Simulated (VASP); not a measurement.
Input of a VASP 6.6.1 run:

File INCAR:

```
ALGO = Normal
EDIFF = 1E-6
EDIFFG = -0.005
ENCUT = 600
GGA = PE
IBRION = 2
ISIF = 3
ISMEAR = 0
IVDW = 12
LASPH = True
LCHARG = False
LREAL = False
LWAVE = False
NELM = 80
NSW = 70
PREC = Accurate
SIGMA = 0.02
```

The input KPOINTS:

```
k-points
0
Gamma
  10 10 10
```

File POSCAR:

```
MgO
1.0
    0.0000000000      2.1268522620      2.1268522620
    2.1268522620      0.0000000000      2.1268522620
    2.1268522620      2.1268522620      0.0000000000
Mg O
1 1
Direct
    0.0000000000      0.0000000000      0.0000000000
    0.5000000000      0.5000000000      0.5000000000
```

Potentials or basis: VASP PAW PBE potentials, release 64 (Mg, O).

Command:

```console
$ cat potpaw_PBE.64/Mg/POTCAR potpaw_PBE.64/O/POTCAR > POTCAR
$ mpirun -np 1 vasp_std > vasp.out
```

**Question.** Estimate the relaxed cell.

**Answer.** a = 2.969 Å, b = 2.969 Å, c = 2.969 Å, α = 60.00°, β = 60.00°, γ = 60.00°.

**Question.** What does it give for the dispersion energy per atom?

**Answer.** -0.296 eV.

**Question.** What does it give for the space group after relaxing (to 0.1 Å)?

**Answer.** Fm-3m (No. 225).

**Question.** What does it give for the band gap on the k mesh?

**Answer.** 4.82 eV.

Step by step:
```tsv
step	energy change (eV)	largest force (eV/Å)	pressure (GPa)	volume (Å³)
1	0.0000	0.0000	-5.86	19.24
2	-0.0124	0.0000	2.08	18.28
3	-0.0138	0.0000	0.00	18.51
```
